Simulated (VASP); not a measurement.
Sb2Se3, 5 atoms in the cell. It takes space group R-3m (No. 166, trigonal). The conventional cell has a = 5.256 Å, b = 5.256 Å, c = 19.929 Å, α = 90.00°, β = 90.00°, γ = 120.00°. Sb (site symmetry 3m) has 7 Se at 2.62 to 3.19 Å within 3.5 Å. Se (site symmetry 3m) has 4 Sb at 2.62 to 3.10 Å and 4 Se at 3.37 to 3.45 Å within 3.5 Å. Within 4.2 Å of Se (site symmetry -3m) lie 6 Sb at 3.19 Å and 6 Se at 3.45 Å. 

- Program: VASP 6.6.1
- Task: single point
- Functional: PBE
- Potentials or basis: VASP PAW PBE potentials, release 64 (Sb, Se)
- Cutoff: 500 eV
- k mesh: 3 × 3 × 3
- Occupations: gaussian, width 0.15 eV
- Spin: no spin polarisation
- Dipole correction: no
- Further INCAR settings: ALGO = Normal; EDIFF = 1e-06; NBANDS = 22

Potentials or basis: VASP PAW PBE potentials, release 64 (Sb, Se).

Command:

```bash
$ cat potpaw_PBE.64/Sb/POTCAR potpaw_PBE.64/Se/POTCAR > POTCAR
$ mpirun -np 1 vasp_std > vasp.out
```

Hardware: 1 thread of AMD EPYC 7R13, on a shared host.

**Question.** Estimate the wall time of this run.

**Answer.** Run time: 100 s on 1 thread of AMD EPYC 7R13, with other jobs on the host, peak memory 0.33 GiB. Counts: scf iterations 15, k points 6.
